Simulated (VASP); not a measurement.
Here is a VASP 6.6.1 calculation.

File INCAR:

```
SYSTEM = ZnS
ALGO = Normal
EDIFF = 1E-8
ENCUT = 520
GGA = PS
ISIF = 2
ISMEAR = -1
LASPH = .True.
LCHARG = .False.
LEFG = .True.
LREAL = .False.
LWAVE = .False.
NBANDS = 16
NELM = 80
PREC = Accurate
SIGMA = 0.01
```

KPOINTS

```
k-points
0
Gamma
  9 9 9
  0 0 0
```

Contents of POSCAR:

```
ZnS
1.0
    0.0000000000      2.6680961947      2.6680961947
    2.6680961947      0.0000000000      2.6680961947
    2.6680961947      2.6680961947      0.0000000000
Zn S
1 1
Direct
    0.0000000000      0.0000000000      0.0000000000
    0.7500000000      0.7500000000      0.7500000000
```

Potentials or basis: VASP PAW PBE potentials, release 64 (Zn, S).

Command:

```sh
$ cat potpaw_PBE.64/Zn/POTCAR potpaw_PBE.64/S/POTCAR > POTCAR
$ mpirun -np 1 vasp_std > vasp.out
```

Question: What does it give for the band gap on the k mesh?

Answer: 2.14 eV, direct.

Question: Predict the pressure.

Answer: 1.1 GPa.

Caveat: without QUAD_EFG the Cq values of the log hold for a quadrupole moment of 1 mb, not for the nuclei; the PAW data sets were made with another functional, which shifts forces and pressure a little.
